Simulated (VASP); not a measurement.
Here is a VASP 6.6.1 calculation.

File INCAR:

```
SYSTEM = LiH
ALGO = Normal ; EDIFF = 1E-7
ENCUT = 520 ; GGA = PE
ISIF = 2 ; ISMEAR = 0
LASPH = .True. ; LCHARG = .False.
LREAL = .False. ; LWAVE = .False.
NBANDS = 9 ; NELM = 100
PREC = Accurate ; SIGMA = 0.05
```

KPOINTS

```
k-points
0
Gamma
  10 10 10
  0 0 0
```

File POSCAR:

```
LiH
1.0
    0.0000000000      2.0934750000      2.0325000000
    2.0934750000      0.0000000000      2.0325000000
    2.0934750000      2.0934750000      0.0000000000
Li H
1 1
Direct
    0.0000000000      0.0000000000      0.0000000000
    0.5000000000      0.5000000000      0.5000000000
```

Potentials or basis: VASP PAW PBE potentials, release 64 (Li_sv, H).

The run is started by

```bash
$ cat potpaw_PBE.64/Li_sv/POTCAR potpaw_PBE.64/H/POTCAR > POTCAR
$ mpirun -np 1 vasp_std > vasp.out
```

(1) Estimate the band gap on the k mesh.

## Answers

(1) 2.78 eV (least direct gap 3.00 eV).

Caveat: the cell differs from its parent crystal (strain +0.0300 x Voigt [1, 1, 0, 0, 0, 0]).
